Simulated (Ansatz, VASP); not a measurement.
## AgCl: VASP beside Ansatz

INCAR

```
PREC = Accurate
ENCUT = 520
EDIFF = 1E-7
ISMEAR = -1
SIGMA = 0.01
LREAL = False
LASPH = True
NELM = 80
ALGO = Normal
ISIF = 2
LWAVE = False
LCHARG = False
GGA = PE
NBANDS = 16
```

Contents of KPOINTS:

```
regular mesh
0
Gamma
  9 9 9
```

The input POSCAR:

```
AgCl
1.0
    3.4339730000      0.0343397300      0.0343397300
    0.0343397300      3.4339730000      0.0343397300
    0.0343397300      0.0343397300      3.4339730000
Ag Cl
1 1
Direct
    0.0000000000      0.0000000000      0.0000000000
    0.5000000000      0.5000000000      0.5000000000
```

Input for Ansatz:

```yaml
crystal:
  lattice:
    - [3.433973, 0.03433973, 0.03433973]
    - [0.03433973, 3.433973, 0.03433973]
    - [0.03433973, 0.03433973, 3.433973]
  atoms:
    - { symbol: Ag, position: [0.0, 0.0, 0.0] }
    - { symbol: Cl, position: [0.5, 0.5, 0.5] }
kpoints:
  mp_grid: { grid: [9, 9, 9] }
  band_path:
    path:
      - [0.0, 0.0, 0.0]
      - [0.5, 0.5, 0.5]
      - [0.5193194925, 0.4806805075, 0.5]
      - [0.5, -0.4806805075, 0.4806805075]
      - [0.5, 0.0, 0.0]
      - [0.0, 0.0, 0.0]
      - [0.4903402537, -0.4903402537, 0.0]
      - [0.5096597463, 0.0, 0.4903402537]
      - [0.5, 0.0, 0.5]
    npoints: 5
scf:
  occupations: { method: fermi_dirac, width: 0.01 }
hamiltonian:
  xc: pbe
  pseudopotentials: { kind: all_electron, lapw: { basis_error: 0.001 } }
output:
  forces: true
  stress: true
  eigenvalues: true
```

Change from the starting cell: equal xy, yz and zx shear strains of +2 %.

Alike in both runs: task single point; functional PBE; k mesh 9 × 9 × 9; occupations fermi-dirac, width 0.01 eV; no spin polarisation.

```csv
,VASP,Ansatz
version,VASP 6.6.1,Ansatz 0.2.0
potentials or method,"VASP PAW PBE potentials, release 64 (Ag, Cl), cutoff 520 eV","all-electron LAPW, scalar-relativistic"
```

Ansatz gave:

| Item | Value |
| --- | --- |
| gap on the k mesh at the Fermi level (eV) | 0.56 |
| pressure (GPa) | -0.1 |
| traceless stress, the component that is largest in VASP (GPa) | 0.24 |

Question: What did VASP give for the same quantities?

Answer: gap on the k mesh at the Fermi level (eV): 0.56; pressure (GPa): -0.2; traceless stress, the component that is largest in VASP (GPa): 0.24.

Ansatz ran all-electron here, and VASP with PAW potentials.
